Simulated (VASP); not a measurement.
# W (Pbcm) in VASP: notebook, part 2 of 2

VASP 6.6.1. The steps go on from the part before.

**3. Single point, BLYP**

INCAR

```
SYSTEM = W
  PREC = Accurate
  ENCUT = 500
  EDIFF = 1E-6
  ISMEAR = 1
  SIGMA = 0.1
  LREAL = .FALSE.
  LASPH = .TRUE.
  NELM = 120
  ALGO = Normal
  ISIF = 2
  LWAVE = .FALSE.
  LCHARG = .FALSE.
  GGA = B5
  ALDAX = 1.0
  AGGAX = 1.0
  AGGAC = 1.0
  ALDAC = 0.0
  NBANDS = 36
  GGA_COMPAT = .FALSE.
```

KPOINTS

```
Automatic mesh
0
G
  8 5 5
  0 0 0
```

POSCAR

```
W
1.0
    2.8096620000      0.0000000000      0.0000000000
    0.0000000000      4.8638700000      0.0000000000
    0.0000000000      0.0000000000      4.9236950000
W
4
Direct
    0.7931720000      0.5631570000      0.2500000000
    0.2068280000      0.0631570000      0.2500000000
    0.2068280000      0.4368430000      0.7500000000
    0.7931720000      0.9368430000      0.7500000000
```

Potentials or basis: VASP PAW PBE potentials, release 64 (W_sv).

Launch:

```
$ cat potpaw_PBE.64/W_sv/POTCAR > POTCAR
$ mpirun -np 1 vasp_std > vasp.out
```

OUTCAR:

```text
SYSTEM = W
   PREC = Accurate
   ENCUT = 500
   EDIFF = 1E-6
   ISMEAR = 1
   LREAL = .FALSE.
   LASPH = .TRUE.
   NELM = 120
   ISIF = 2
   GGA = B5

 ion  position               nearest neighbor table
   1  0.793  0.563  0.250-   2 2.70   2 2.70   3 2.79   3 2.79   2 2.94   2 2.94   3 3.03   3 3.03
                             4 3.06   4 3.06
   2  0.207  0.063  0.250-   1 2.70   1 2.70   4 2.79   4 2.79   1 2.94   1 2.94   4 3.03   4 3.03
                             3 3.06   3 3.06
[... 1145 lines left out ...]
  --------------------------------------------------------------------------------------
  -------------------------------------------------------------------------------------
  Total        3.0236687      3.6213820      3.3350243      0.0000000      0.0000000      0.0000000
  in kB       71.9975307     86.2298713     79.4113177      0.0000000      0.0000000      0.0000000
  external PRESSURE =      79.2129065 kB  Pullay stress =       0.0000000 kB

 VOLUME and BASIS-vectors are now :
 -----------------------------------------------------------------------------
  energy-cutoff  :      500.00
  volume of cell :       67.29
      direct lattice vectors                 reciprocal lattice vectors
     2.809662000  0.000000000  0.000000000     0.355914697  0.000000000  0.000000000
     0.000000000  4.863870000  0.000000000     0.000000000  0.205597600  0.000000000
     0.000000000  0.000000000  4.923695000     0.000000000  0.000000000  0.203099501

 POSITION                                       TOTAL-FORCE (eV/Angst)
 -----------------------------------------------------------------------------------
      2.22855      2.73912      1.23092         0.079240     -0.062030      0.000000
      0.58112      0.30719      1.23092        -0.079240     -0.062030      0.000000
      0.58112      2.12475      3.69277        -0.079240      0.062030      0.000000
      2.22855      4.55668      3.69277         0.079240      0.062030      0.000000
 -----------------------------------------------------------------------------------
    total drift:                               -0.000000      0.000000     -0.000000

  FREE ENERGIE OF THE ION-ELECTRON SYSTEM (eV)
  ---------------------------------------------------
  free  energy   TOTEN  =       -43.3353017334 eV

  energy  without entropy=      -43.3332378416  energy(sigma->0) =      -43.33461377
```

OSZICAR:

```text
N       E                     dE             d eps       ncg     rms          rms(c)
DAV:   1     0.731026842705E+03    0.73103E+03   -0.32575E+04  3240   0.178E+03
DAV:   2    -0.805579980657E+01   -0.73908E+03   -0.72474E+03  3448   0.570E+02
DAV:   3    -0.444522240208E+02   -0.36396E+02   -0.35017E+02  3868   0.123E+02
DAV:   4    -0.455062125226E+02   -0.10540E+01   -0.10361E+01  3908   0.189E+01
DAV:   5    -0.455217569693E+02   -0.15544E-01   -0.15527E-01  3828   0.254E+00    0.368E+01
DAV:   6    -0.437466393932E+02    0.17751E+01   -0.26682E+00  3700   0.120E+01    0.143E+01
DAV:   7    -0.433451480216E+02    0.40149E+00   -0.13290E+00  3896   0.776E+00    0.986E-01
DAV:   8    -0.433350645900E+02    0.10083E-01   -0.43188E-02  3640   0.151E+00    0.159E-01
DAV:   9    -0.433352881503E+02   -0.22356E-03   -0.14641E-03  4160   0.251E-01    0.116E-01
DAV:  10    -0.433353060947E+02   -0.17944E-04   -0.13696E-04  3648   0.792E-02    0.186E-02
DAV:  11    -0.433353042070E+02    0.18876E-05   -0.22164E-05  3704   0.399E-02    0.139E-02
DAV:  12    -0.433353017423E+02    0.24647E-05   -0.15437E-06  2296   0.948E-03    0.145E-03
DAV:  13    -0.433353017334E+02    0.89540E-08   -0.16562E-07  1988   0.388E-03
   1 F= -.43335302E+02 E0= -.43334614E+02  d E =-.206389E-02
```

stdout:

```text
POSCAR found type information on POSCAR W
 POSCAR found :  1 types and       4 ions
 scaLAPACK will be used
 -----------------------------------------------------------------------------
|                                                                             |
|                                                                             |
|     You enforced a specific xc type in the INCAR file but a different       |
|     I HOPE YOU KNOW WHAT YOU ARE DOING!                                     |
|                                                                             |
 -----------------------------------------------------------------------------

 LDA part: xc-table for (Slater(with rela. corr.)+VWN5), standard interpolation
 POSCAR, INCAR and KPOINTS ok, starting setup
 FFT: planning ... GRIDC
 FFT: planning ... GRID_SOFT
 FFT: planning ... GRID
 WAVECAR not read
 entering main loop
```

Run time: 43 s. Hardware: 1 thread of Intel Xeon 6975P-C (Granite Rapids), shared host; peak memory 0.2 GiB.

What came out:

* Free energy: -43.3353 eV
* Pressure: 7.9 GPa
* Largest force: 0.101 eV/Å
* Band gap on the k mesh: zero (bands 28 and 29 overlap by 1.40 eV)

Forces in eV/Å, atoms in the order of the input:
```
W    0.079 -0.062  0.000
W   -0.079 -0.062  0.000
W   -0.079  0.062  0.000
W    0.079  0.062  0.000
```

Stress tensor (GPa, compression positive):
```
7.20 0.00 0.00
0.00 8.62 0.00
0.00 0.00 7.94
```

Levels at points of the mesh, in eV from the Fermi level:
```
           k point  band 24  band 25  band 26  band 27  band 28  band 29  band 30  band 31  band 32  band 33
(0.00, 0.00, 0.00)    -0.50    -0.44    -0.43    -0.38    -0.36    -0.29     0.09     0.47     1.46     2.37
(0.50, 0.00, 0.00)    -2.26    -1.81    -1.76    -1.29    -1.07     0.13     0.19     0.45     2.82     2.97
```

Caveat: the cell stands under pressure; the PAW data sets were made with another functional, which shifts forces and pressure a little; spin-orbit coupling is left out, which moves the levels of the heavy elements.

**4. Single point, LDA**

INCAR

```
  PREC = Accurate
  ENCUT = 500
  EDIFF = 1E-6
  ISMEAR = 1
  SIGMA = 0.1
  LREAL = F
  LASPH = T
  NELM = 120
  ALGO = Normal
  ISIF = 2
  LWAVE = F
  LCHARG = F
  GGA = CA
  NBANDS = 36
  GGA_COMPAT = F
```

KPOINTS

```
regular mesh
0
Gamma
  8 5 5
```

POSCAR is that of step 3.

Potentials or basis: VASP PAW LDA potentials, release 64 (W_sv).

Launch:

```
$ cat potpaw_LDA.64/W_sv/POTCAR > POTCAR
$ mpirun -np 1 vasp_std > vasp.out
```

Run time: 30 s. Hardware: 1 thread of Intel Xeon 6975P-C (Granite Rapids), shared host; peak memory 0.19 GiB.

Results (log left out):

| Quantity | Value |
| --- | --- |
| Free energy | -54.2086 eV |
| Pressure | -14.5 GPa |
| Largest force | 0.069 eV/Å |
| Band gap on the k mesh | zero (bands 28 and 29 overlap by 1.35 eV) |

Forces on the atoms (eV/Å):
```
W    0.054 -0.043  0.000
W   -0.054 -0.043  0.000
W   -0.054  0.043  0.000
W    0.054  0.043  0.000
```

Stress tensor (GPa, compression positive):
```
-15.78   0.00   0.00
  0.00 -14.00   0.00
  0.00   0.00 -13.81
```

Levels at points of the mesh, in eV from the Fermi level:
```tsv
k point	band 26	band 27	band 28	band 29	band 30	band 31
(0.00, 0.00, 0.00)	-0.40	-0.38	-0.37	-0.30	-0.06	0.49
(0.50, 0.00, 0.00)	-1.78	-1.29	-1.06	0.09	0.20	0.50
```

Caveat: the cell stands under tension; spin-orbit coupling is left out, which moves the levels of the heavy elements.

**5. Summary**

```csv
level,potentials or basis,gap on the mesh (eV),pressure (GPa),largest force (eV/Å)
PBEsol,"VASP PAW PBE potentials, release 64 (W_sv)",none,-10.4,0.02
BLYP,"VASP PAW PBE potentials, release 64 (W_sv)",none,7.9,0.10
LDA,"VASP PAW LDA potentials, release 64 (W_sv)",none,-14.5,0.07
```

Alike in all rows: task single point; no spin polarisation; cell as given; k mesh 8 × 5 × 5; cutoff (eV) 500; smearing methfessel-paxton 0.1 eV.

Caveats: spin-orbit coupling is left out, which moves the levels of the heavy elements; the cell stands under tension (at least some runs); the PAW data sets were made with another functional, which shifts forces and pressure a little (at least some runs); the cell stands under pressure (at least some runs).

Absolute energies hang on the potentials; compare differences alone.
